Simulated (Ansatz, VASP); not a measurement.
**Two plane-wave programs on GaAs**

File INCAR:

```
SYSTEM = GaAs
PREC = Accurate
ENCUT = 520
EDIFF = 1E-8
ISMEAR = -1
SIGMA = 0.05
LREAL = .FALSE.
LASPH = .TRUE.
NELM = 100
ALGO = Normal
ISIF = 2
LWAVE = .FALSE.
LCHARG = .FALSE.
LEFG = .TRUE.
NBANDS = 16
```

File KPOINTS:

```
regular mesh
0
G
  11 11 11
  0 0 0
```

File POSCAR:

```
GaAs
1.0
    0.0000000000      2.7691429914      2.7691429914
    2.7691429914      0.0000000000      2.7691429914
    2.7691429914      2.7691429914      0.0000000000
Ga As
1 1
Direct
    0.0000000000      0.0000000000      0.0000000000
    0.7500000000      0.7500000000      0.7500000000
```

Input for Ansatz:

```yaml
crystal:
  lattice:
    - [0.0, 2.7691429914, 2.7691429914]
    - [2.7691429914, 0.0, 2.7691429914]
    - [2.7691429914, 2.7691429914, 0.0]
  atoms:
    - { symbol: Ga, position: [0.0, 0.0, 0.0] }
    - { symbol: As, position: [0.75, 0.75, 0.75] }
kpoints:
  mp_grid: { grid: [11, 11, 11] }
scf:
  occupations: { method: fermi_dirac, width: 0.05 }
hamiltonian:
  xc: lda
  pseudopotentials: { kind: paw }
output:
  forces: true
  stress: true
  eigenvalues: true
  efg: { contact_densities: true }
  write_density: true
  write_potential: true
  elf: true
  volumetric_format: npy
```

Change from the starting cell: volume scaled by 0.94, PAW files.

Alike in both runs: task electric field gradients; functional LDA; k mesh 11 × 11 × 11; occupations fermi-dirac, width 0.05 eV; no spin polarisation.

|  | VASP | Ansatz |
| --- | --- | --- |
| version | VASP 6.6.1 | Ansatz 0.2.0 |
| potentials or method | VASP PAW LDA potentials, release 64 (Ga_d, As) | PAW with Ansatz's default frozen-core files, scalar-relativistic |
| plane-wave cutoff (eV) | 520 | 420 |
| valence electrons in the cell | 18 | 28 |

Ansatz gave:

| Quantity | Value |
| --- | --- |
| pressure (GPa) | 2.8 |

Question: What did VASP give for the same quantities?

Answer: Pressure (GPa): 3.2.

LDA's correlation is that of Perdew and Zunger in VASP and of Perdew and Wang (1992) in Ansatz. VASP's potentials hold 18 valence electrons a cell and Ansatz's 28, so a difference there can come from the potentials and not from the codes.
